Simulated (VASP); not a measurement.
Input of a VASP 6.6.1 run:

Contents of INCAR:

```
PREC = Accurate ; ENCUT = 600
EDIFF = 1E-6 ; ISMEAR = 0
SIGMA = 0.1 ; LREAL = False
LASPH = True ; NELM = 100
ALGO = Fast ; ISIF = 3
LWAVE = False ; LCHARG = False
GGA = PE ; IBRION = 2
NSW = 100 ; EDIFFG = -0.01
```

The input KPOINTS:

```
regular mesh
0
Gamma
  10 10 10
```

File POSCAR:

```
Sr3Ru
1.0
    5.0523722867      0.0000000000      0.0000000000
    0.0000000000      5.0523722867      0.0000000000
    0.0000000000      0.0000000000      5.0523722867
Sr Ru
3 1
Direct
    0.0000000000      0.5000000000      0.5000000000
    0.5000000000      0.0000000000      0.5000000000
    0.5000000000      0.5000000000      0.0000000000
    0.0000000000      0.0000000000      0.0000000000
```

Potentials or basis: VASP PAW PBE potentials, release 64 (Sr_sv, Ru_pv).

Launch:

```console
$ cat potpaw_PBE.64/Sr_sv/POTCAR potpaw_PBE.64/Ru_pv/POTCAR > POTCAR
$ mpirun -np 1 vasp_std > vasp.out
```

Task: Predict the space group after relaxing (to 0.1 Å).

Result: Pm-3m (No. 221).

Task: Predict the relaxed cell.

Result: a = 5.079 Å, b = 5.079 Å, c = 5.079 Å, α = 90.00°, β = 90.00°, γ = 90.00°.

Task: Predict the band gap on the k mesh.

Result: Zero (bands 22 and 23 overlap by 1.06 eV).

Task: Estimate the relaxed volume.

Result: 32.75 Å³/atom.

Final structure:
```
Sr Ru
1.0
     5.07894    0.00000    0.00000
     0.00000    5.07894    0.00000
     0.00000    0.00000    5.07894
Sr Ru
3 1
Direct
  0.00000 0.50000 0.50000
  0.50000 0.00000 0.50000
  0.50000 0.50000 0.00000
  0.00000 0.00000 0.00000
```
